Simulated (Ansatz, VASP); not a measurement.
## BaZrO3: VASP and Ansatz over several settings

```
CELL_PARAMETERS angstrom
4.19134 0.00000 0.00000
0.00000 4.19134 0.00000
0.00000 0.00000 4.19134
ATOMIC_POSITIONS crystal
Ba 0.00000 0.00000 0.00000
Zr 0.50000 0.50000 0.50000
O 0.50000 0.50000 0.00000
O 0.50000 0.00000 0.50000
O 0.00000 0.50000 0.50000
```

Single points on this cell with VASP 6.6.1 and Ansatz 0.2.0. Each row is one pair of runs. Alike in all rows: spin: off; k mesh: 6 × 6 × 6; VASP's potentials, cutoff: VASP PAW PBE potentials, release 64 (Ba_sv, Zr_sv, O), 520 eV; Ansatz's potentials, cutoff: Ansatz PAW, 420 eV.

| level | smearing | gap on the k mesh at the Fermi level (eV), VASP | gap on the k mesh at the Fermi level (eV), Ansatz | least direct gap on the mesh (eV), VASP | least direct gap on the mesh (eV), Ansatz | pressure (GPa), VASP | pressure (GPa), Ansatz |
| --- | --- | --- | --- | --- | --- | --- | --- |
| PBE | gaussian, width 0.012 eV | 3.19 | 3.24 | 3.41 | 3.44 | 5.1 | 4.0 |
| PBE | gaussian, width 0.013 eV | ? | 3.24 | ? | 3.44 | ? | 4.0 |
| PBE | gaussian, width 0.014 eV | 3.19 | 3.24 | 3.41 | 3.44 | 5.1 | 4.0 |

Problem. Fill in what VASP gave in row 2.

Solution. gap on the k mesh at the Fermi level (eV): 3.19; least direct gap on the mesh (eV): 3.41; pressure (GPa): 5.1.

Spin-orbit coupling is off throughout.
